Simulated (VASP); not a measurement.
Here is a VASP 6.6.1 calculation.

The input INCAR:

```
PREC     = Accurate       # precision mode
ENCUT    = 520            # plane-wave cutoff, eV
EDIFF    = 1E-6           # SCF threshold, eV
ISMEAR   = -1             # smearing method
SIGMA    = 0.05           # smearing width, eV
LREAL    = F              # projectors in reciprocal space
LASPH    = T              # aspherical terms in the spheres
NELM     = 80             # most SCF steps
ALGO     = Normal         # electronic algorithm
ISIF     = 2              # what is computed and relaxed
LWAVE    = F              # write WAVECAR
LCHARG   = F              # write CHGCAR
GGA      = PS             # functional
IVDW     = 12             # dispersion correction
NBANDS   = 11             # bands
```

The input KPOINTS:

```
Automatic mesh
0
Gamma
  12 12 12
```

POSCAR

```
Pt
1.0
   -1.5457441447      1.5457441447      1.5457441447
    1.5457441447     -1.5457441447      1.5457441447
    1.5457441447      1.5457441447     -1.5457441447
Pt
1
Direct
    0.0000000000      0.0000000000      0.0000000000
```

Potentials or basis: VASP PAW PBE potentials, release 64 (Pt).

Run with:

```sh
$ cat potpaw_PBE.64/Pt/POTCAR > POTCAR
$ mpirun -np 1 vasp_std > vasp.out
```

Task: Predict the pressure.

Result: -0.3 GPa.

Task: Predict the dispersion energy per atom.

Result: -0.765 eV.

Caveat: the PAW data sets were made with another functional, which shifts forces and pressure a little.
